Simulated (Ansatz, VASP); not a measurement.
SnSe2: VASP beside Ansatz

```
CELL_PARAMETERS angstrom
3.81100 0.00000 0.00000
-1.90550 3.30042 0.00000
0.00000 0.00000 6.38144
ATOMIC_POSITIONS crystal
Sn 0.00000 0.00000 0.00000
Se 0.66667 0.33333 0.75100
Se 0.33333 0.66667 0.24900
```

Alike in both runs: functional PBE; k mesh 7 × 7 × 4; occupations fermi-dirac, width 0.05 eV; no spin polarisation.

```csv
,VASP,Ansatz
version,VASP 6.6.1,Ansatz 0.2.0
potentials or method,"VASP PAW PBE potentials, release 64 (Sn_d, Se)",Ansatz PAW
plane-wave cutoff (eV),520,420
valence electrons in the cell,26,46
task,single point,band structure
```

|  | VASP | Ansatz | Ansatz less VASP |
| --- | --- | --- | --- |
| gap on the k mesh at the Fermi level (eV) | 0.75 | 0.76 | +0.003 |
| least direct gap on the mesh (eV) | 1.16 | 1.17 | +0.003 |
| pressure (GPa) | 2.7 | 2.7 | -0.07 |
| traceless stress, the component that is largest in VASP (GPa) | -0.48 | -0.49 | -0.010 |
| rms of the force components (eV/Å) | 0.098 | 0.092 | -0.0069 |

Atom by atom the forces differ by 0.007 eV/Å (rms over components). The functional is the same, so the differences come from potentials, cutoffs and numerics. VASP's potentials hold 26 valence electrons a cell and Ansatz's 46, so a difference there can come from the potentials and not from the codes.

Noted on Ansatz's run: the k mesh misses the band edges, so the gap on the mesh is wider than the one along the path.
